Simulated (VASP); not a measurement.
Runs of VASP 6.6.1 on In4Ru. The structure is that of space group Im-3m (No. 229), or close to it. The cells are those of the table. 

```csv
task,cell,k mesh,cutoff (eV),smearing,gap on the mesh (eV),pressure (GPa)
single point,"a = 5.433 Å, angles 109.5°, 5 atoms",8 × 8 × 8,520,gaussian 0.1 eV,none,0.0
relaxation of shape and atoms at fixed volume,"relaxed from a = 5.565 Å, angles 109.5°, 5 atoms",8 × 8 × 8,500,gaussian 0.1 eV,none,-4.4
single point,"a = 5.448 Å, angles 109.5°, 5 atoms",4 × 4 × 4,520,gaussian 0.2 eV,none,-0.5
single point,"a = 5.433 Å, angles 109.5°, 5 atoms",4 × 4 × 4,520,gaussian 0.2 eV,none,(a)
single point,"a = 5.449 Å, angles 109.5°, 5 atoms",4 × 4 × 4,520,gaussian 0.2 eV,none,-0.5
```

Alike in all rows: level PBE; potentials or basis VASP PAW PBE potentials, release 64 (In_d, Ru_pv); no spin polarisation.

Task: Fill in the values left out.

Result: (a) 0.2.

Caveats: spin-orbit coupling is left out, which moves the levels of the heavy elements; the relaxation stopped at its first step, so nothing moved (some runs).

A k mesh can miss the band edges, and the runs leave out spin-orbit coupling on In, Ru.

A gap of «none» marks levels without a gap at the run's occupations.
